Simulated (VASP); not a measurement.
Input of a VASP 6.6.1 run:

INCAR

```
ALGO = Normal
EDIFF = 1E-7
ENCUT = 520
GGA = PE
ISIF = 2
ISMEAR = -1
LASPH = True
LCHARG = True
LELF = True
LREAL = False
LVHAR = True
LWAVE = False
NBANDS = 8
NELM = 60
PREC = Accurate
SIGMA = 0.05
```

Contents of KPOINTS:

```
k-points
0
Gamma
  9 9 9
```

The input POSCAR:

```
Si
1.0
    2.5211460871      0.0000000000      0.0000000000
    0.0000000000      2.5211460871      0.0000000000
    0.0000000000      0.0000000000      2.5211460871
Si
1
Direct
    0.0000000000      0.0000000000      0.0000000000
```

Potentials or basis: VASP PAW PBE potentials, release 64 (Si).

Run with:

```sh
$ cat potpaw_PBE.64/Si/POTCAR > POTCAR
$ mpirun -np 1 vasp_std > vasp.out
```

**Question.** What does it give for the band gap on the k mesh?

**Answer.** Zero (band 2 reaches 15.84 eV, above the bottom of band 3 at 6.56 eV).

**Question.** Predict the pressure.

**Answer.** 2.1 GPa.
